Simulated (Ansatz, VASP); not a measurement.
# One calculation of BN, two programs

```
B N
1.0
     0.00000    1.84295    1.84295
     1.84295    0.00000    1.84295
     1.84295    1.84295    0.00000
B N
1 1
Direct
  0.00000 0.00000 0.00000
  0.75000 0.75000 0.75000
```

Change from the starting cell: volume scaled by 1.06.

Alike in both runs: task single point; functional PBEsol; k mesh 13 × 13 × 13; occupations fermi-dirac, width 0.03 eV; no spin polarisation.

|  | VASP | Ansatz |
| --- | --- | --- |
| version | VASP 6.6.1 | Ansatz 0.2.0 |
| potentials or method | VASP PAW PBE potentials, release 64 (B, N), cutoff 520 eV | all-electron LAPW, scalar-relativistic |

```tsv
	VASP	Ansatz	Ansatz less VASP
gap on the k mesh at the Fermi level (eV)	4.29	4.29	+0.007
pressure (GPa)	-22.2	-22.5	-0.39
```

VASP's potentials were made for PBE, not for PBEsol. Ansatz ran all-electron here, and VASP with PAW potentials.
